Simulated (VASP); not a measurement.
**Ti2AlN3: relaxation of cell and atoms with PBE**

Ti2AlN3:

```xyz
6
Lattice="2.9608 0.0000 0.0000 -1.4804 2.5641 0.0000 0.0000 0.0000 7.3082" Properties=species:S:1:pos:R:3 pbc="T T T"
Ti    0.0000    1.7094    1.1765
Ti    1.4804    0.8547    6.1317
Al    0.0000    0.0000    3.6541
N     1.4804    0.8547    2.5153
N     0.0000    1.7094    4.7929
N     0.0000    0.0000    0.0000
```

- Program: VASP 6.6.1
- Task: relaxation of cell and atoms
- Functional: PBE
- Potentials or basis: VASP PAW PBE potentials, release 64 (Ti_sv, Al, N)
- Cutoff: 600 eV
- k mesh: 12 × 12 × 6
- Occupations: gaussian, width 0.1 eV
- Spin: no spin polarisation
- Dipole correction: no
- Further INCAR settings: ALGO = Normal; EDIFF = 1e-06; IBRION = 2; EDIFFG = -0.01; NSW = 100; ISIF = 3

- Relaxed volume: 9.25 Å³/atom
- Relaxed cell: a = 2.960 Å, b = 2.960 Å, c = 7.314 Å, α = 90.00°, β = 90.00°, γ = 120.00°
- Space group after relaxing (to 0.05 Å): P-3m1 (No. 164)
- Energy gained by relaxing: 0.1 meV/atom
- Ionic steps: 4
- Pressure after relaxing: 0.0 GPa
- Largest force after relaxing: 0.008 eV/Å
- Band gap on the k mesh: zero (band 21 reaches 12.15 eV, above the bottom of band 22 at 11.02 eV)

Forces on the atoms (eV/Å):
```
Ti   0.000  0.000 -0.008
Ti   0.000  0.000  0.008
Al   0.000  0.000  0.000
N    0.000  0.000 -0.001
N    0.000  0.000  0.001
N    0.000  0.000  0.000
```

The path:
```
step  energy change (eV)  largest force (eV/Å)  pressure (GPa)  volume (Å³)
   1              0.0000                0.0741            0.29        55.48
   2             -0.0002                0.0311           -0.39        55.61
   3             -0.0003                0.0298           -0.20        55.57
   4             -0.0004                0.0076            0.03        55.52
```

Final structure:
```
Ti Al N
1.0
     2.96043    0.00000    0.00000
    -1.48022    2.56381    0.00000
     0.00000    0.00000    7.31438
Ti Al N
2 1 3
Direct
  0.33333 0.66667 0.16145
  0.66667 0.33333 0.83855
  0.00000 0.00000 0.50000
  0.66667 0.33333 0.34457
  0.33333 0.66667 0.65543
  0.00000 0.00000 0.00000
```

Levels at points of the mesh, in eV from the Fermi level:
| k point | band 19 | band 20 | band 21 | band 22 | band 23 | band 24 |
| --- | --- | --- | --- | --- | --- | --- |
| (0.00, 0.00, 0.00) | -1.76 | -1.75 | -0.21 | -0.10 | -0.10 | 1.27 |
| (0.50, 0.00, 0.00) | -3.49 | -3.30 | -2.35 | 0.85 | 1.98 | 2.34 |
| (0.00, 0.00, 0.50) | -2.23 | -2.23 | -0.03 | -0.03 | 0.17 | 1.24 |
| (0.50, 0.00, 0.50) | -3.73 | -2.77 | -1.63 | 0.51 | 1.98 | 2.28 |

Wall time 16 min on 1 thread of AMD EPYC 7R13, on a shared host, peak memory 0.27 GiB.
